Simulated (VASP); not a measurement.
# ZnS (P6_3mc) in VASP: single point with HSE06

Aim: the single point of ZnS with HSE06.

Everything below comes from runs of VASP 6.6.1. Logs are shortened: lines on timing, memory, paths and dates and some standing lists are left out, and cuts for length are marked.

**1. The cell of the first run**

It takes space group P6_3mc (No. 186, hexagonal). Conventional cell: a = 3.805 Å, b = 3.805 Å, c = 6.244 Å, α = 90.00°, β = 90.00°, γ = 120.00°. Zn (site symmetry 3m) has 4 S at 2.33 to 2.34 Å within 3.1 Å. Within 3.1 Å of S (site symmetry 3m) lie 4 Zn at 2.33 to 2.34 Å.

**2. Single point, HSE06**

The input, POSCAR:

```
ZnS
1.0
    3.8054280145      0.0000000000      0.0000000000
   -1.9027140073      3.2955973328      0.0000000000
    0.0000000000      0.0000000000      6.2440175211
Zn S
2 2
Direct
    0.3333333333      0.6666666667      0.0053397645
    0.6666666667      0.3333333333      0.5053397645
    0.3333333333      0.6666666667      0.3796602355
    0.6666666667      0.3333333333      0.8796602355
```

The input, INCAR.step1:

```
SYSTEM = ZnS
PREC     = Accurate       ! precision mode
ENCUT    = 520            ! plane-wave cutoff, eV
EDIFF    = 1E-5           ! SCF threshold, eV
ISMEAR   = 0              ! smearing method
SIGMA    = 0.01           ! smearing width, eV
LREAL    = .False.        ! projectors in reciprocal space
LASPH    = .True.         ! aspherical terms in the spheres
NELM     = 100            ! most SCF steps
ALGO     = Normal         ! electronic algorithm
ISIF     = 2              ! what is computed and relaxed
LWAVE    = .True.         ! write WAVECAR
GGA      = PE             ! functional
NBANDS   = 26             ! bands
```

The input, INCAR.step2:

```
SYSTEM = ZnS
PREC     = Accurate       ! precision mode
ENCUT    = 520            ! plane-wave cutoff, eV
EDIFF    = 1E-7           ! SCF threshold, eV
ISMEAR   = 0              ! smearing method
SIGMA    = 0.01           ! smearing width, eV
LREAL    = .False.        ! projectors in reciprocal space
LASPH    = .True.         ! aspherical terms in the spheres
NELM     = 100            ! most SCF steps
ALGO     = Normal         ! electronic algorithm
ISIF     = 2              ! what is computed and relaxed
LWAVE    = .False.        ! write WAVECAR
LCHARG   = .True.         ! write CHGCAR
GGA      = PE             ! functional
LHFCALC  = .True.         ! exact exchange
HFSCREEN = 0.2079         ! screening, 1/A
PRECFOCK = Normal       
LELF     = .True.         ! ELF
LVHAR    = .True.       
ISTART   = 1            
NBANDS   = 26             ! bands
```

The input, KPOINTS:

```
regular mesh
0
Gamma
  6 6 2
  0 0 0
```

Potentials or basis: VASP PAW PBE potentials, release 64 (Zn, S).

Launch:

```
$ cat potpaw_PBE.64/Zn/POTCAR potpaw_PBE.64/S/POTCAR > POTCAR
$ cp INCAR.step1 INCAR
$ mpirun -np 1 vasp_std > vasp.out
$ cp INCAR.step2 INCAR
$ mpirun -np 1 vasp_std > vasp.out
```

OUTCAR:

```text
SYSTEM = ZnS
   PREC = Accurate
   ENCUT = 520
   EDIFF = 1E-7
   ISMEAR = 0
   LREAL = .False.
   LASPH = .True.
   NELM = 100
   ISIF = 2
   GGA = PE
   LHFCALC = .True.
   HFSCREEN = 0.2079
   PRECFOCK = Normal
   ISTART = 1

 ion  position               nearest neighbor table
   1  0.333  0.667  0.005-   4 2.33   4 2.33   4 2.33   3 2.34
   2  0.667  0.333  0.505-   3 2.33   3 2.33   3 2.33   4 2.34
   3  0.333  0.667  0.380-   2 2.33   2 2.33   2 2.33   1 2.34
   4  0.667  0.333  0.880-   1 2.33   1 2.33   1 2.33   2 2.34

  LATTYP: Found a hexagonal cell.
 ALAT       =     3.8054280145
 C/A-ratio  =     1.6408187193

  Lattice vectors:

 A1 = (   3.8054280145,   0.0000000000,   0.0000000000)
 A2 = (  -1.9027140073,   3.2955973328,   0.0000000000)
 A3 = (   0.0000000000,   0.0000000000,   6.2440175211)

Analysis of symmetry for initial positions (statically):
=====================================================================
 Subroutine PRICEL returns:
 Original cell was already a primitive cell.

 Routine SETGRP: Setting up the symmetry group for a
 hexagonal supercell.

 Subroutine GETGRP returns: Found 12 space group operations
 (whereof  6 operations were pure point group operations)
 out of a pool of 24 trial point group operations.

The static configuration has the point symmetry C_3v.
 The point group associated with its full space group is C_6v.

Analysis of symmetry for dynamics (positions and initial velocities):
=====================================================================
 Subroutine PRICEL returns:
 Original cell was already a primitive cell.

 Routine SETGRP: Setting up the symmetry group for a
 hexagonal supercell.

 Subroutine GETGRP returns: Found 12 space group operations
 (whereof  6 operations were pure point group operations)
 out of a pool of 24 trial point group operations.

The dynamic configuration has the point symmetry C_3v.
 The point group associated with its full space group is C_6v.

 Subroutine INISYM returns: Found 12 space group operations
 (whereof  6 operations are pure point group operations),
 and found     1 'primitive' translations

----------------------------------------------------------------------------------------

                                     Primitive cell

  volume of cell :      78.3072

  direct lattice vectors                    reciprocal lattice vectors
     3.805428014  0.000000000  0.000000000     0.262782530  0.151717564  0.000000000
    -1.902714007  3.295597333  0.000000000     0.000000000  0.303435128  0.000000000
     0.000000000  0.000000000  6.244017521     0.000000000  0.000000000  0.160153298

  length of vectors
     3.805428014  3.805428014  6.244017521     0.303435128  0.303435128  0.160153298

  position of ions in fractional coordinates (direct lattice)
     0.333333333  0.666666667  0.005339765
     0.666666667  0.333333333  0.505339765
     0.333333333  0.666666667  0.379660235
     0.666666667  0.333333333  0.879660235

  ion indices of the primitive-cell ions
   primitive index   ion index
                 1           1
                 2           2
                 3           3
                 4           4

----------------------------------------------------------------------------------------

 KPOINTS: regular mesh

Automatic generation of k-mesh.
 Grid dimensions read from file:
 generate k-points for:    6    6    2

 Generating k-lattice:

  Cartesian coordinates                     Fractional coordinates (reciprocal lattice)
     0.043797088  0.025286261  0.000000000     0.166666667 -0.000000000  0.000000000
     0.000000000  0.050572521  0.000000000     0.000000000  0.166666667  0.000000000
     0.000000000  0.000000000  0.080076649     0.000000000  0.000000000  0.500000000

  Length of vectors
     0.050572521  0.050572521  0.080076649

  Shift w.r.t. Gamma in fractional coordinates (k-lattice)
     0.000000000  0.000000000  0.000000000

 Subroutine IBZKPT returns following result:
 ===========================================

 Found     14 irreducible k-points:

 Following reciprocal coordinates:
            Coordinates               Weight
  0.000000  0.000000  0.000000      1.000000
  0.166667 -0.000000  0.000000      6.000000
  0.333333  0.000000  0.000000      6.000000
  0.500000 -0.000000  0.000000      3.000000
  0.166667  0.166667  0.000000      6.000000
  0.333333  0.166667  0.000000     12.000000
  0.333333  0.333333  0.000000      2.000000
  0.000000  0.000000  0.500000      1.000000
  0.166667 -0.000000  0.500000      6.000000
  0.333333  0.000000  0.500000      6.000000
  0.500000 -0.000000  0.500000      3.000000
  0.166667  0.166667  0.500000      6.000000
  0.333333  0.166667  0.500000     12.000000
  0.333333  0.333333  0.500000      2.000000
   k-points           NKPTS =     14   k-points in BZ     NKDIM =     72   number of bands    NBANDS=     26
   number of dos      NEDOS =    301   number of ions     NIONS =      4
   total plane-waves  NPLWV =  37632
   dimension x,y,z NGX =    28 NGY =   28 NGZ =   48
   dimension x,y,z NGXF=    56 NGYF=   56 NGZF=   96
   ions per type =               2   2
   NGX,Y,Z   is equivalent  to a cutoff of  12.23, 12.23, 12.78 a.u.
   NGXF,Y,Z  is equivalent  to a cutoff of  24.46, 24.46, 25.56 a.u.
 SYSTEM =  ZnS
   PREC   = accura    normal or accurate (medium, high low for compatibility)
   ISTART =      1    job   : 0-new  1-cont  2-samecut
   ICHARG =      0    charge: 1-file 2-atom 10-const
   ISPIN  =      1    spin polarized calculation?
   LNONCOLLINEAR =      F non collinear calculations
   LSORBIT =      F    spin-orbit coupling
   LASPH  =      T    aspherical Exc in radial PAW
   ENCUT  =  520.0 eV  38.22 Ry    6.18 a.u.   7.08  7.08 11.61*2*pi/ulx,y,z
   NELM   =    100;   NELMIN=  2; NELMDL=  0     # of ELM steps
   EDIFF  = 0.1E-06   stopping-criterion for ELM
   LREAL  =      F    real-space projection
   EDIFFG = 0.1E-05   stopping-criterion for IOM
   NSW    =      0    number of steps for IOM
   IBRION =     -1    ionic relax: 0-MD 1-quasi-New 2-CG
   NFREE  =      0    steps in history (QN), initial steepest desc. (CG)
   ISIF   =      2    stress and relaxation
   ISYM   =      3    0-nonsym 1-usesym 2-fastsym
   POTIM  = 0.5000    time-step for ionic-motion
   TEBEG  =    0.0;   TEEND  =   0.0 temperature during run
   PSTRESS=    0.0 pullay stress
   NELECT =      36.0000    total number of electrons
   NUPDOWN=      -1.0000    fix difference up-down
   EMIN   =  10.00;   EMAX   =-10.00  energy-range for DOS
   EFERMI =   0.00;   METHOD = LEGACY
   ISMEAR =     0;   SIGMA  =   0.01  broadening in eV -4-tet -1-fermi 0-gaus
   EFERMI_NEDOS =   21; number of points for ismear=-14 and -15
   IALGO  =     38    algorithm
   IMIX   =      1    mixing-type and parameters
     AMIX     =   0.40;   BMIX     =  1.00
     AMIX_MAG =   1.60;   BMIX_MAG =  1.00
  volume/ion in A,a.u.               =      19.58       132.11
  Fermi-wavevector in a.u.,A,eV,Ry     =   1.263500  2.387668 21.720762  1.596431
  Thomas-Fermi vector in A             =   2.396853
   LORBIT       =      0    0 simple, 1 ext, 2 COOP (PROOUT), +10 PAW based schemes
   GGA     = PE    functional components
   LHFCALC =     T    Hartree Fock is set to
   PRECFOCK=normal    Normal, Fast or Accurate (Low or Medium for compatibility)
   ENCUT4O =  -1.0   cutoff for four orbital integrals eV
   NKREDX  =     1    reduce k-point grid by
   NKREDY  =     1    reduce k-point grid by
   NKREDZ  =     1    reduce k-point grid by
   AEXX    =    0.2500 exact exchange contribution
   HFSCREEN=    0.2079 screening length (either q_TF or 0.3 A-1)
   HFSCREENC=   0.2079 screening length for correlation (either q_TF or 0.3 A-1)
   ENCUTFOCK=  -1.0 apply spherical cutoff to Coloumb kernel
   IVDW    =     0    specifies the selected vdW correction
   LEPSILON=     F    determine dielectric tensor
   LRPA    =     F    only Hartree local field effects (RPA)
 non-spin polarized calculation
 Gauss-broadening in eV      SIGMA  =   0.01
  energy-cutoff  :      520.00
  volume of cell :       78.31
 maximum number of plane-waves:      2130
  NGX = 24; NGY = 24; NGZ = 36

 number of electron      35.9999994 magnetization

 Free energy of the ion-electron system (eV)
  ---------------------------------------------------
  ext. energy  EPLUGINS =         0.00000000
  ---------------------------------------------------
  free energy    TOTEN  =       -16.73713621 eV

  energy without entropy =      -16.73713621  energy(sigma->0) =      -16.73713621

 E-fermi :   1.5782     XC(G=0):  -7.9956

 val. band max:        1.4778296504   @ k =   0.0000   0.0000   0.0000
 cond. band min:       4.9124434907   @ k =   0.0000   0.0000   0.0000
 fundamental gap:      3.4346138403
 Fermi energy:         1.5782449782

 k-point     1 :       0.0000    0.0000    0.0000
  band No.  band energies     occupation
      1     -12.9348      2.00000
      2     -11.9300      2.00000
      3      -6.4106      2.00000
      4      -6.3967      2.00000
      5      -6.3967      2.00000
      6      -6.3181      2.00000
[... 18 lines left out ...]
     25      10.5249      0.00000
     26      12.1550      0.00000

 k-point     2 :       0.1667   -0.0000    0.0000
  band No.  band energies     occupation
      1     -12.7363      2.00000
      2     -11.8248      2.00000
      3      -6.3881      2.00000
      4      -6.3690      2.00000
      5      -6.3638      2.00000
      6      -6.2852      2.00000
[... 18 lines left out ...]
     25      10.9657      0.00000
     26      11.3910      0.00000

 k-point     3 :       0.3333    0.0000    0.0000
  band No.  band energies     occupation
      1     -12.2634      2.00000
      2     -11.6380      2.00000
      3      -6.3475      2.00000
      4      -6.3130      2.00000
      5      -6.2705      2.00000
      6      -6.1721      2.00000
[... 282 lines left out ...]
 k-point    13 :       0.3333    0.1667    0.5000
  band No.  band energies     occupation
      1     -11.7637      2.00000
      2     -11.7637      2.00000
      3      -6.2900      2.00000
      4      -6.2900      2.00000
      5      -6.2181      2.00000
      6      -6.2181      2.00000
[... 18 lines left out ...]
     25      12.0096      0.00000
     26      12.0096      0.00000

 k-point    14 :       0.3333    0.3333    0.5000
  band No.  band energies     occupation
      1     -11.6667      2.00000
      2     -11.6667      2.00000
      3      -6.2476      2.00000
      4      -6.2476      2.00000
      5      -6.2295      2.00000
      6      -6.2295      2.00000
[... 18 lines left out ...]
     25      12.4878      0.00000
     26      12.4878      0.00000

------------------------ aborting loop because EDIFF is reached ----------------------------------------

  FORCE on cell =-STRESS in cart. coord.  units (eV):
  Direction    XX          YY          ZZ          XY          YZ          ZX
  --------------------------------------------------------------------------------------
  -------------------------------------------------------------------------------------
  Total        0.8029464      0.8029464      0.7215596     -0.0000000      0.0000000      0.0000000
  in kB       16.4284042     16.4284042     14.7632182     -0.0000000      0.0000000      0.0000000
  external PRESSURE =      15.8733422 kB  Pullay stress =       0.0000000 kB

 VOLUME and BASIS-vectors are now :
 -----------------------------------------------------------------------------
  energy-cutoff  :      520.00
  volume of cell :       78.31
      direct lattice vectors                 reciprocal lattice vectors
     3.805428014  0.000000000  0.000000000     0.262782530  0.151717564  0.000000000
    -1.902714007  3.295597333  0.000000000     0.000000000  0.303435128  0.000000000
     0.000000000  0.000000000  6.244017521     0.000000000  0.000000000  0.160153298

 POSITION                                       TOTAL-FORCE (eV/Angst)
 -----------------------------------------------------------------------------------
     -0.00000      2.19706      0.03334         0.000000     -0.000000     -0.000395
      1.90271      1.09853      3.15535        -0.000000      0.000000     -0.000395
     -0.00000      2.19706      2.37061        -0.000000      0.000000      0.000395
      1.90271      1.09853      5.49261         0.000000      0.000000      0.000395
 -----------------------------------------------------------------------------------
    total drift:                               -0.000000     -0.000000      0.000282

  FREE ENERGIE OF THE ION-ELECTRON SYSTEM (eV)
  ---------------------------------------------------
  free  energy   TOTEN  =       -16.7371362066 eV

  energy  without entropy=      -16.7371362066  energy(sigma->0) =      -16.73713621
```

Wall time 2.7 h (1 thread of Oxide Virtual Turin-like, shared host); peak memory 0.3 GiB.

Results:

```yaml
Free_energy: -16.7371 eV
Pressure: 1.6 GPa
Band_gap_on_the_k_mesh: 3.43 eV
```

Stress tensor (GPa, compression positive):
```
1.64 0.00 0.00
0.00 1.64 0.00
0.00 0.00 1.48
```

Caveat: the k points lie up to 0.50 Å⁻¹ apart; the PAW data sets were made with another functional, which shifts forces and pressure a little.
